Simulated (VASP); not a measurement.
Wanted: the native input for a VASP 6.6.1 run.

| Property | Result |
| --- | --- |
| Task | single point |
| Functional | PBEsol |
| Potentials or basis | VASP PAW PBE potentials, release 64 (Al, C, H) |
| Cutoff | 520 eV |
| k mesh | 4 × 4 × 1 |
| Occupations | fermi-dirac, width 0.05 eV |
| Spin | no spin polarisation |
| Dipole correction | no |
| Further INCAR settings | ALGO = Normal; EDIFF = 1e-06; NBANDS = 34 |

The structure of Al12HC lies in POSCAR:

```
Al12HC
1.0
    5.7275650000      0.0000000000      0.0000000000
    2.8637820000      4.9602170000      0.0000000000
    0.0000000000      0.0000000000     16.6765370000
Al C H
12 1 1
Direct
    0.1666667000      0.1666667000      0.0599645000
    0.6666667000      0.1666667000      0.0599645000
    0.1666667000      0.6666667000      0.0599645000
    0.6666667000      0.6666667000      0.0599645000
   -0.1667428053      0.3332434777      0.1963316056
    0.3336226445      0.3325279384      0.1967006493
   -0.1674413260      0.8336064453      0.1967035923
    0.3339639245      0.8339631583      0.1967545646
   -0.0066395062      0.0153229712      0.3382272755
    0.5005159043      0.0004801081      0.3264061946
   -0.0064326495      0.4935395693      0.3380968684
    0.5153663800      0.4933379818      0.3382433199
    0.1674941974      0.6674358449      0.3948370978
    0.1672791169      0.6672931378      0.4610453138
```

These files were run (other wordings do the same):

INCAR

```
ALGO = Normal
EDIFF = 1E-6
ENCUT = 520
GGA = PS
ISIF = 2
ISMEAR = -1
LASPH = T
LCHARG = T
LELF = T
LREAL = F
LVHAR = T
LWAVE = F
NBANDS = 34
NELM = 60
PREC = Accurate
SIGMA = 0.05
```

KPOINTS

```
k-points
0
Gamma
  4 4 1
```

Potentials or basis: VASP PAW PBE potentials, release 64 (Al, C, H).

The run is started by

```sh
$ cat potpaw_PBE.64/Al/POTCAR potpaw_PBE.64/C/POTCAR potpaw_PBE.64/H/POTCAR > POTCAR
$ mpirun -np 1 vasp_std > vasp.out
```

It gave:

```
Largest force : 0.133 eV/Å
```

Caveat: the PAW data sets were made with another functional, which shifts forces and pressure a little.

It took 8.6 min on 1 thread of AMD EPYC 7R13 Processor (Zen 3) (shared host), peak memory 0.64 GiB.
